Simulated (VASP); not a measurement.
# Si (a cell with a defect) in VASP: further runs, part 2 of 2

VASP 6.6.1.

## Step 3: Single point, PBE

File INCAR:

```
SYSTEM = Si
ALGO = Normal ; EDIFF = 1E-6
ENCUT = 520 ; GGA = PE
ISIF = 2 ; ISMEAR = 0
LASPH = .True. ; LCHARG = .False.
LREAL = Auto ; LWAVE = .False.
NBANDS = 163 ; NELECT = 250.0
NELM = 100 ; PREC = Accurate
SIGMA = 0.02
```

File KPOINTS:

```
k-points
0
Gamma
  1 1 1
  0 0 0
```

File POSCAR:

```
Si
1.0
   10.8600000000      0.0000000000      0.0000000000
    0.0000000000     10.8600000000      0.0000000000
    0.0000000000      0.0000000000     10.8600000000
Si
63
Direct
    0.5002327808     -0.0001755985      0.0003031308
    0.6260383978      0.1254662063      0.1245363720
    0.7493423573      0.2522787293     -0.0006994475
    0.8752309392      0.3747523941      0.1252098527
    0.7504984346      0.0022990792      0.2502767956
    0.8772792818      0.1237656538      0.3760675875
    0.0003584715      0.0022558011      0.0006525783
    0.1261531308      0.1237981584      0.1274240331
    0.2477467772      0.2495872928      0.0006848987
    0.3756677716      0.3767102210      0.1233664825
    0.4985522099      0.5064621547     -0.0064054328
    0.6240323204      0.6259409761      0.1224512891
    0.7435410681      0.7513944751     -0.0064066298
    0.8733105893      0.8743238490      0.1233771639
    0.2516703499     -0.0017012891      0.2520679558
    0.3759386740      0.1197558011      0.3802969613
    0.5012626151      0.2489003683      0.2510060773
    0.6261906077      0.3751661142      0.3744537753
    0.7493952118      0.5005767956      0.2477432781
    0.8747757827      0.6238309392      0.3744454880
    0.5011683241     -0.0067043278      0.5069098527
    0.6253302947      0.1241743094      0.6268125230
    0.7506249540      0.2495464088      0.4977399632
    0.8732140884      0.3767948435      0.6256890424
    0.7504470534     -0.0000785451      0.7503244015
    0.8746987109      0.1254897790      0.8761484346
   -0.0022766114      0.5006203499     -0.0006871087
    0.1245126151      0.6239504604      0.1245526703
    0.2501187845      0.7497741252      0.0003243094
    0.3753475138      0.8746412523      0.1252795580
    0.0003007366      0.2496974217      0.2503398711
    0.1261931860      0.3727537753      0.3760757827
    0.2476848987      0.4995070902      0.2502883978
    0.3766287293      0.6246989871      0.3758832413
    0.5002398711      0.7497474217      0.2497478821
    0.6252630755      0.8733934622      0.3758826888
    0.0018826888     -0.0017116022      0.5015963168
    0.1297987109      0.1202082873      0.6257488950
    0.2516790976      0.2481604972      0.5015925414
    0.3753728361      0.3747783610      0.6253678637
    0.5003047882      0.4994139042      0.4998663904
    0.6143198895      0.6356555249      0.6228825967
    0.7505426335      0.7497107735      0.4998797422
    0.8752229282      0.8746212707      0.6253627072
    0.2558142726     -0.0057692449      0.7514000000
    0.3767048803      0.1241821363      0.8752418969
    0.5002758748      0.2503988950      0.7502731123
    0.6240593923      0.3777150092      0.8740267035
    0.7435309392      0.5064732965      0.7484713628
    0.8723180479      0.6259203499      0.8740202578
    0.0011337017      0.7487238490      0.2510639042
    0.1303590239      0.8740050645      0.3804070902
    0.0004103131      0.4994122468      0.4977225599
    0.1258280847      0.6246524862      0.6267941068
    0.2569534070      0.7488727440      0.5071155617
    0.4708270718      0.7789275322      0.7199977901
    0.0008157459      0.2491608656      0.7512518416
    0.1244946593      0.3752269797      0.8761847145
    0.2500053407      0.4994857274      0.7503330571
    0.3731790976      0.6358615101      0.8640162063
    0.6140276243      0.8767104972      0.8639322284
   -0.0003779006      0.7497220074      0.7502636280
    0.1258212707      0.8733366483      0.8752209945
```

Potentials or basis: VASP PAW PBE potentials, release 64 (Si).

On the command line:

```sh
$ cat potpaw_PBE.64/Si/POTCAR > POTCAR
$ mpirun -np 1 vasp_gam > vasp.out
```

Wall time 5.8 min (1 thread of Intel Xeon Platinum 8259CL at 2.50GHz (Skylake/Cascade Lake), shared host); peak memory 1 GiB.

Results (log left out):

```yaml
Free_energy: -344.2709 eV
Largest_force: 0.455 eV/Å
```

Forces on the atoms (eV/Å):
```
Si   0.003 -0.003  0.003
Si  -0.011  0.000 -0.008
Si  -0.003 -0.008 -0.001
Si  -0.007  0.007 -0.009
Si  -0.009 -0.005 -0.004
Si  -0.017  0.008 -0.003
Si  -0.004 -0.003 -0.009
Si  -0.004  0.005 -0.019
Si   0.003  0.005 -0.009
Si   0.002  0.004 -0.006
Si   0.015 -0.016  0.017
Si   0.000  0.001  0.003
Si   0.015 -0.012  0.016
Si  -0.005 -0.004 -0.007
Si  -0.004  0.004 -0.024
Si  -0.025  0.036 -0.034
Si   0.001  0.015 -0.017
Si  -0.013  0.007 -0.002
Si  -0.005  0.005  0.009
Si  -0.007  0.013 -0.002
Si   0.011  0.082 -0.088
Si  -0.011 -0.003  0.004
Si  -0.009  0.006  0.005
Si  -0.002  0.001 -0.006
Si   0.003 -0.002  0.003
Si  -0.008 -0.001 -0.011
Si   0.008  0.004 -0.002
Si  -0.001  0.011 -0.008
Si   0.003 -0.002  0.003
Si  -0.003  0.003 -0.006
Si   0.001 -0.001  0.000
Si  -0.007  0.016 -0.004
Si   0.006  0.009 -0.004
Si   0.008  0.012  0.006
Si   0.000  0.001 -0.011
Si  -0.011 -0.008  0.004
Si  -0.022  0.006 -0.004
Si  -0.035  0.036 -0.031
Si  -0.006  0.021 -0.005
Si  -0.003  0.006 -0.005
Si   0.002 -0.001  0.002
Si   0.061 -0.062 -0.025
Si   0.001 -0.001  0.003
Si  -0.006  0.003 -0.005
Si  -0.076  0.074  0.009
Si   0.007  0.003 -0.004
Si   0.000  0.010  0.000
Si  -0.002 -0.007  0.001
Si   0.019 -0.019  0.023
Si   0.006  0.002  0.001
Si  -0.015  0.001 -0.017
Si  -0.037  0.024 -0.036
Si  -0.005  0.009  0.006
Si   0.005  0.012  0.004
Si  -0.084 -0.014 -0.088
Si   0.258 -0.254  0.275
Si  -0.014  0.014  0.009
Si   0.000  0.009 -0.012
Si   0.002 -0.003  0.003
Si  -0.017 -0.060  0.059
Si   0.062  0.015  0.061
Si  -0.010  0.001  0.000
Si  -0.003 -0.007 -0.004
```

Levels at points of the mesh, in eV from the Fermi level:
| k point | band 121 | band 122 | band 123 | band 124 | band 125 | band 126 | band 127 | band 128 | band 129 | band 130 |
| --- | --- | --- | --- | --- | --- | --- | --- | --- | --- | --- |
| (0.00, 0.00, 0.00) | -0.95 | -0.95 | -0.20 | -0.20 | -0.13 | 0.66 | 0.66 | 0.71 | 0.91 | 0.91 |

Caveat: the k points lie up to 0.58 Å⁻¹ apart; the cell carries a net charge on a neutralising background, which shifts energy and pressure; the cell is charged against a uniform background, so pressure and absolute levels hang on convention.

## Step 4: Single point, PBE

File INCAR:

```
SYSTEM = Si
PREC = Accurate ; ENCUT = 520
EDIFF = 1E-6 ; ISMEAR = 0
SIGMA = 0.02 ; LREAL = Auto
LASPH = .TRUE. ; NELM = 80
ALGO = Normal ; ISIF = 2
LWAVE = .FALSE. ; LCHARG = .FALSE.
GGA = PE ; NBANDS = 163
NELECT = 250.0
```

File KPOINTS:

```
regular mesh
0
G
  1 1 1
  0 0 0
```

File POSCAR:

```
Si
1.0
   10.8600000000      0.0000000000      0.0000000000
    0.0000000000     10.8600000000      0.0000000000
    0.0000000000      0.0000000000     10.8600000000
Si
63
Direct
    0.5001879374     -0.0002624309      0.0006745856
    0.6255242173      0.1253387661      0.1246497238
    0.7497262431      0.2514467772     -0.0002988950
    0.8752885820      0.3746926335      0.1252495396
    0.7500596685      0.0020082873      0.2503897790
    0.8763402394      0.1241583794      0.3756973297
    0.0004086556      0.0020280847      0.0002114180
    0.1257431860      0.1242154696      0.1264776243
    0.2479710866      0.2495432781      0.0002346225
    0.3754487109      0.3760901473      0.1239858195
    0.4997298343      0.5039431860     -0.0038915285
    0.6244241252      0.6255618785      0.1234337017
    0.7460574586      0.7502446593     -0.0039011050
    0.8739399632      0.8745284530      0.1240005525
    0.2511638122     -0.0012026703      0.2508116022
    0.3745054328      0.1218220994      0.3781734807
    0.5015130755      0.2492270718      0.2507035912
    0.6257084715      0.3751076427      0.3745554328
    0.7497812155      0.5002005525      0.2485218232
    0.8748472376      0.6243112339      0.3745598527
    0.5013583794     -0.0024818600      0.5025813996
    0.6247616022      0.1239001842      0.6270398711
    0.7501456722      0.2494434622      0.4979966851
    0.8738575506      0.3761569061      0.6253894107
    0.7508140884     -0.0001657459      0.7502325046
    0.8747644567      0.1253833333      0.8756008287
   -0.0014561694      0.5002443831     -0.0002843462
    0.1246436464      0.6244533149      0.1246681400
    0.2502169429      0.7498139042      0.0006953039
    0.3754328729      0.8745569061      0.1252899632
    0.0003307551      0.2496839779      0.2503988950
    0.1258162983      0.3737016575      0.3757137201
    0.2479914365      0.4999638122      0.2504200737
    0.3768910681      0.6252240331      0.3761411602
    0.5002719153      0.7497367403      0.2497704420
    0.6247763352      0.8731415285      0.3761232965
    0.0006954880     -0.0012326888      0.5010887661
    0.1278158379      0.1221813076      0.6243070902
    0.2512004604      0.2493374770      0.5010922652
    0.3754426335      0.3747045120      0.6254320442
    0.5002305709      0.4990438306      0.4999857274
    0.6186735727      0.6312845304      0.6226904236
    0.7509077348      0.7497773481      0.5000086556
    0.8752875691      0.8745487109      0.6254305709
    0.2517600368     -0.0017313996      0.7516606814
    0.3769303867      0.1239666667      0.8747977901
    0.5002819521      0.2503717311      0.7503285451
    0.6244648250      0.3767015654      0.8744477901
    0.7460906998      0.5039197974      0.7496983425
    0.8733318600      0.6255325046      0.8744368324
    0.0008139963      0.7484811234      0.2507632597
    0.1282822284      0.8754298343      0.3782837937
    0.0005379374      0.4999003683      0.4979978821
    0.1261200737      0.6252397790      0.6270268877
    0.2527315838      0.7487273481      0.5028042357
    0.4855106814      0.7643023020      0.7349786372
    0.0005458564      0.2494354512      0.7515129834
    0.1245912523      0.3751717311      0.8756466851
    0.2500932781      0.4991129834      0.7502383978
    0.3729761510      0.6313947514      0.8684271639
    0.6185085635      0.8769164825      0.8683758748
   -0.0003395948      0.7497313996      0.7503246777
    0.1260372007      0.8731160221      0.8747965009
```

Potentials or basis: VASP PAW PBE potentials, release 64 (Si).

On the command line:

```sh
$ cat potpaw_PBE.64/Si/POTCAR > POTCAR
$ mpirun -np 1 vasp_gam > vasp.out
```

OUTCAR:

```text
SYSTEM = Si
   PREC = Accurate
   ENCUT = 520
   EDIFF = 1E-6
   ISMEAR = 0
   LREAL = Auto
   LASPH = .TRUE.
   NELM = 80
   ISIF = 2
   GGA = PE
   NELECT = 250.0

 ion  position               nearest neighbor table
   1  0.500  1.000  0.001-  46 2.34  61 2.34  30 2.35   2 2.35
   2  0.626  0.125  0.125-   5 2.34  17 2.34   1 2.35   3 2.35
   3  0.750  0.251  1.000-   4 2.35  26 2.35   2 2.35  48 2.36
   4  0.875  0.375  0.125-  19 2.35  27 2.35   3 2.35  31 2.35
   5  0.750  0.002  0.250-   2 2.34   6 2.34  14 2.37  36 2.38
   6  0.876  0.124  0.376-   5 2.34  23 2.34  31 2.35  37 2.35
[... 43 lines left out ...]
  50  0.873  0.626  0.874-  49 2.34  13 2.34  62 2.35  27 2.36
  51  0.001  0.748  0.251-  20 2.34  28 2.34  14 2.38  52 2.39
  52  0.128  0.875  0.378-  15 2.34  37 2.34  55 2.36  51 2.39
  53  0.001  0.500  0.498-  20 2.34  32 2.34  24 2.37  54 2.38
  54  0.126  0.625  0.627-  59 2.34  62 2.35  55 2.35  53 2.38
  55  0.253  0.749  0.503-  54 2.35  34 2.35  52 2.36
  56  0.486  0.764  0.735-  42 2.38  60 2.38  61 2.38
  57  0.001  0.249  0.752-  58 2.34  26 2.34  24 2.38  38 2.39
  58  0.125  0.375  0.876-   9 2.34  57 2.34  59 2.35  27 2.35
  59  0.250  0.499  0.750-  54 2.34  60 2.34  40 2.35  58 2.35
[... 295 lines left out ...]
  band No.  band energies     occupation
      1      -6.1862      2.00000
      2      -5.1462      2.00000
      3      -5.1451      2.00000
      4      -5.1269      2.00000
      5      -5.1220      2.00000
      6      -5.1218      2.00000
[... 129 lines left out ...]
    136       6.9023      0.00000
    137       6.9272      0.00000
 [bands above 137 left out]

------------------------ aborting loop because EDIFF is reached ----------------------------------------

  FORCE on cell =-STRESS in cart. coord.  units (eV):
  Direction    XX          YY          ZZ          XY          YZ          ZX
  --------------------------------------------------------------------------------------
  -------------------------------------------------------------------------------------
  Total       -4.1825011     -4.1697012     -4.2153122      0.7997343      0.8992971     -0.9309336
  in kB       -5.2318727     -5.2158613     -5.2729159      1.0003842      1.1249269     -1.1645009
  external PRESSURE =      -5.2402167 kB  Pullay stress =       0.0000000 kB

 VOLUME and BASIS-vectors are now :
 -----------------------------------------------------------------------------
  energy-cutoff  :      520.00
  volume of cell :     1280.82
      direct lattice vectors                 reciprocal lattice vectors
    10.860000000  0.000000000  0.000000000     0.092081031  0.000000000  0.000000000
     0.000000000 10.860000000  0.000000000     0.000000000  0.092081031  0.000000000
     0.000000000  0.000000000 10.860000000     0.000000000  0.000000000  0.092081031

 POSITION                                       TOTAL-FORCE (eV/Angst)
 -----------------------------------------------------------------------------------
      5.43204     10.85715      0.00733        -0.003168      0.000264      0.002493
      6.79319      1.36118      1.35370        -0.005111     -0.000994     -0.003816
      8.14203      2.73071     10.85675        -0.001095     -0.009817      0.001385
      9.50563      4.06916      1.36021        -0.007091      0.007059     -0.007381
      8.14565      0.02181      2.71923        -0.007864     -0.004215     -0.003828
      9.51705      1.34836      4.08007        -0.014186      0.008071     -0.004259
[... 55 lines left out ...]
     10.85631      8.14208      8.14853        -0.007156      0.000573     -0.002396
      1.36876      9.48204      9.50029        -0.002520     -0.005791     -0.005333
 -----------------------------------------------------------------------------------
    total drift:                                0.008486     -0.010575      0.011554

  FREE ENERGIE OF THE ION-ELECTRON SYSTEM (eV)
  ---------------------------------------------------
  free  energy   TOTEN  =      -344.4177903726 eV

  energy  without entropy=     -344.4177903726  energy(sigma->0) =     -344.41779037
```

It took 5.8 min on 1 thread of Intel Xeon Platinum 8259CL at 2.50GHz (Skylake/Cascade Lake), shared host; peak memory 1 GiB.

Results:

| Property | Result |
| --- | --- |
| Free energy | -344.4178 eV |
| Largest force | 0.244 eV/Å |

Forces in eV/Å, atoms in the order of the input:
```
Si  -0.003  0.000  0.002
Si  -0.005 -0.001 -0.004
Si  -0.001 -0.010  0.001
Si  -0.007  0.007 -0.007
Si  -0.008 -0.004 -0.004
Si  -0.014  0.008 -0.004
Si  -0.001 -0.004 -0.008
Si  -0.005  0.006 -0.016
Si   0.005  0.001 -0.009
Si  -0.002  0.001 -0.001
Si   0.018 -0.020  0.020
Si   0.002 -0.001  0.007
Si   0.020 -0.018  0.021
Si  -0.003  0.001 -0.002
Si  -0.007  0.008 -0.022
Si  -0.015  0.024 -0.023
Si  -0.003  0.007 -0.009
Si  -0.013  0.004  0.000
Si  -0.002  0.003  0.009
Si  -0.004  0.013  0.000
Si   0.005  0.042 -0.044
Si  -0.008  0.001  0.002
Si  -0.009  0.002  0.006
Si   0.003 -0.003 -0.003
Si   0.002  0.000 -0.003
Si  -0.005 -0.003 -0.006
Si   0.010  0.002  0.001
Si   0.001  0.007 -0.004
Si   0.000  0.003  0.002
Si  -0.003  0.003 -0.002
Si  -0.002  0.001 -0.003
Si  -0.008  0.013 -0.005
Si   0.005  0.008 -0.004
Si   0.007  0.010  0.002
Si  -0.001  0.000 -0.009
Si  -0.009 -0.008  0.001
Si  -0.017  0.010 -0.007
Si  -0.022  0.022 -0.016
Si  -0.010  0.016 -0.008
Si  -0.003  0.004 -0.004
Si  -0.001  0.001 -0.001
Si   0.048 -0.048 -0.007
Si  -0.001  0.001 -0.001
Si  -0.004  0.003 -0.004
Si  -0.039  0.038  0.000
Si   0.004  0.003 -0.005
Si  -0.001  0.006 -0.002
Si   0.001 -0.008  0.003
Si   0.018 -0.018  0.017
Si   0.007  0.000  0.003
Si  -0.008  0.004 -0.010
Si  -0.024  0.015 -0.023
Si  -0.002  0.009  0.007
Si   0.001  0.009  0.003
Si  -0.044 -0.007 -0.046
Si   0.136 -0.133  0.153
Si  -0.007  0.006 -0.003
Si   0.002  0.006 -0.009
Si   0.000 -0.001 -0.002
Si  -0.006 -0.041  0.044
Si   0.041  0.005  0.043
Si  -0.007  0.001 -0.002
Si  -0.003 -0.006 -0.005
```

Levels at points of the mesh, in eV from the Fermi level:
```csv
k point,band 121,band 122,band 123,band 124,band 125,band 126,band 127,band 128,band 129,band 130
"(0.00, 0.00, 0.00)",-0.98,-0.98,-0.13,-0.13,-0.12,0.74,0.74,0.74,0.97,0.97
```

Caveat: the k points lie up to 0.58 Å⁻¹ apart; the cell carries a net charge on a neutralising background, which shifts energy and pressure; the cell is charged against a uniform background, so pressure and absolute levels hang on convention.
